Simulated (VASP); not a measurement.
Input of a VASP 6.6.1 run:

INCAR

```
PREC = Accurate
ENCUT = 500
EDIFF = 1E-7
ISMEAR = 0
SIGMA = 0.1
LREAL = F
LASPH = T
NELM = 120
ALGO = Normal
ISIF = 3
LWAVE = F
LCHARG = F
GGA = PE
IVDW = 12
IBRION = 2
NSW = 70
EDIFFG = -0.005
GGA_COMPAT = F
NELMIN = 4
```

The input KPOINTS:

```
regular mesh
0
Gamma
  18 18 18
```

Contents of POSCAR:

```
W
1.0
    0.0000000000      2.0185031151      2.0185031151
    2.0185031151      0.0000000000      2.0185031151
    2.0185031151      2.0185031151      0.0000000000
W
1
Direct
    0.0000000000      0.0000000000      0.0000000000
```

Potentials or basis: VASP PAW PBE potentials, release 64 (W_sv).

Command:

```sh
$ cat potpaw_PBE.64/W_sv/POTCAR > POTCAR
$ mpirun -np 1 vasp_std > vasp.out
```

What does it give for the space group after relaxing (to 0.05 Å)?

Fm-3m (No. 225).

Predict the band gap on the k mesh.

zero (band 7 reaches 13.92 eV, above the bottom of band 8 at 10.18 eV).

Final structure:
```
W
1.0
     0.00000    2.00395    2.00395
     2.00395    0.00000    2.00395
     2.00395    2.00395    0.00000
W
1
Direct
  0.00000 0.00000 0.00000
```

Caveat: spin-orbit coupling is left out, which moves the levels of the heavy elements.
